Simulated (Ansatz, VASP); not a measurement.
## One calculation of Ca, two programs

INCAR

```
PREC = Accurate
ENCUT = 520
EDIFF = 1E-6
ISMEAR = 0
SIGMA = 0.05
LREAL = False
LASPH = True
NELM = 100
ALGO = Normal
ISIF = 2
LWAVE = False
LCHARG = True
GGA = PE
LELF = True
LVHAR = True
NBANDS = 11
```

KPOINTS

```
regular mesh
0
Gamma
  6 6 6
```

POSCAR

```
Ca
1.0
    0.0000000000      2.7517915795      2.7517915795
    2.7517915795      0.0000000000      2.7517915795
    2.7517915795      2.7517915795      0.0000000000
Ca
1
Direct
    0.0000000000      0.0000000000      0.0000000000
```

Input for Ansatz:

```yaml
crystal:
  lattice:
    - [0.0, 2.7517915795, 2.7517915795]
    - [2.7517915795, 0.0, 2.7517915795]
    - [2.7517915795, 2.7517915795, 0.0]
  atoms:
    - { symbol: Ca, position: [0.0, 0.0, 0.0] }
basis:
  ecutwfc: 420
  ecutrho_ratio: 4
kpoints:
  mp_grid: { grid: [6, 6, 6] }
hamiltonian:
  xc: pbe
scf:
  occupations: { method: gaussian, width: 0.05 }
output:
  forces: true
  stress: true
  eigenvalues: true
```

Alike in both runs: task single point; functional PBE; k mesh 6 × 6 × 6; occupations gaussian, width 0.05 eV; no spin polarisation.

```csv
,VASP,Ansatz
version,VASP 6.6.1,Ansatz 0.2.0
potentials or method,"VASP PAW PBE potentials, release 64 (Ca_sv), cutoff 520 eV","scalar-relativistic, plane waves, PAW"
valence electrons in the cell,10,10
```

```csv
,VASP,Ansatz,Ansatz less VASP
gap on the k mesh at the Fermi level (eV),none,none,-
pressure (GPa),0.0,0.0,0.00
```

A gap of «none» marks a metal or a gap that the smearing closes.
